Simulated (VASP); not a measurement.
AlAs: single point with PBEsol

The system is AlAs, a slab with vacuum.

```
CELL_PARAMETERS angstrom
3.74548 0.00000 0.00000
1.87274 3.24368 0.00000
0.00000 0.00000 18.58726
ATOMIC_POSITIONS crystal
Al 0.66667 0.66667 0.45887
Al 0.00000 0.00000 0.62340
As 0.00000 0.00000 0.37660
As 0.33333 0.33333 0.54113
```

```json
{
  "Program": "VASP 6.6.1",
  "Task": "single point",
  "Functional": "PBEsol",
  "Potentials or basis": "VASP PAW PBE potentials, release 64 (Al, As)",
  "Cutoff": "400 eV",
  "k mesh": "4 × 4 × 1",
  "Occupations": "fermi-dirac, width 0.15 eV",
  "Spin": "no spin polarisation"
}
```

```yaml
Largest_force: 0.548 eV/Å
Band_gap_on_the_k_mesh: zero (band 8 reaches -0.26 eV, above the bottom of band 9 at -1.34 eV)
```

Forces in eV/Å, atoms in the order of the input:
```
Al   0.000  0.000 -0.392
Al   0.000  0.000 -0.470
As   0.000  0.000  0.315
As   0.000  0.000  0.548
```

Levels at points of the mesh, in eV from the Fermi level:
```tsv
k point	band 4	band 5	band 6	band 7	band 8	band 9	band 10	band 11	band 12	band 13
(0.00, 0.00, 0.00)	-2.66	-0.25	-0.25	0.00	0.89	0.89	2.61	3.82	4.01	4.01
(0.50, 0.00, 0.00)	-4.78	-3.20	-2.06	-1.67	-0.57	-0.18	1.20	1.98	3.60	4.20
```

Run time: 31 s on 1 thread of Intel(R) Xeon(R) Platinum 8375C CPU @ 2.90GHz (Ice Lake), on a shared host, peak memory 0.24 GiB.

Caveat: the k points lie up to 0.48 Å⁻¹ apart; the PAW data sets were made with another functional, which shifts forces and pressure a little.
